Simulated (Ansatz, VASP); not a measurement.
# One calculation of Cd, two programs

Contents of INCAR:

```
SYSTEM = Cd
PREC     = Accurate       ! precision mode
ENCUT    = 520            ! plane-wave cutoff, eV
EDIFF    = 1E-6           ! SCF threshold, eV
ISMEAR   = 0              ! smearing method
SIGMA    = 0.15           ! smearing width, eV
LREAL    = .False.        ! projectors in reciprocal space
LASPH    = .True.         ! aspherical terms in the spheres
NELM     = 80             ! most SCF steps
ALGO     = Fast           ! electronic algorithm
ISIF     = 2              ! what is computed and relaxed
LWAVE    = .False.        ! write WAVECAR
LCHARG   = .False.        ! write CHGCAR
GGA      = PE             ! functional
NBANDS   = 19             ! bands
```

File KPOINTS:

```
Automatic mesh
0
Gamma
  24 24 10
  0 0 0
```

File POSCAR:

```
Cd
1.0
    3.1446979759      0.0000000000      0.0000000000
   -1.5723489879      2.7233883343      0.0000000000
    0.0000000000      0.0000000000      5.0408134809
Cd
2
Direct
    0.3333333333      0.6666666667      0.2500000000
    0.6666666667      0.3333333333      0.7500000000
```

Input for Ansatz:

```yaml
crystal:
  lattice:
    - [3.1446979759, 0.0, 0.0]
    - [-1.5723489879, 2.7233883343, 0.0]
    - [0.0, 0.0, 5.0408134809]
  atoms:
    - { symbol: Cd, position: [0.3333333333, 0.6666666667, 0.25] }
    - { symbol: Cd, position: [0.6666666667, 0.3333333333, 0.75] }
basis:
  ecutwfc: 420
kpoints:
  mp_grid: { grid: [24, 24, 10] }
hamiltonian:
  xc: pbe
scf:
  occupations: { method: gaussian, width: 0.15 }
output:
  forces: true
  stress: true
  eigenvalues: true
```

Alike in both runs: task single point; functional PBE; k mesh 24 × 24 × 10; occupations gaussian, width 0.15 eV; no spin polarisation.

|  | VASP | Ansatz |
| --- | --- | --- |
| version | VASP 6.6.1 | Ansatz 0.2.0 |
| potentials or method | VASP PAW PBE potentials, release 64 (Cd), cutoff 520 eV | scalar-relativistic, plane waves, PAW |
| valence electrons in the cell | 24 | 40 |

```tsv
	VASP	Ansatz	Ansatz less VASP
gap on the k mesh at the Fermi level (eV)	none	none	-
pressure (GPa)	2.6	2.3	-0.33
traceless stress, the component that is largest in VASP (GPa)	0.69	0.69	-0.001
```

A gap of «none» marks a metal or a gap that the smearing closes. The functional is the same, so the differences come from potentials, cutoffs and numerics. VASP's potentials hold 24 valence electrons a cell and Ansatz's 40, so a difference there can come from the potentials and not from the codes.
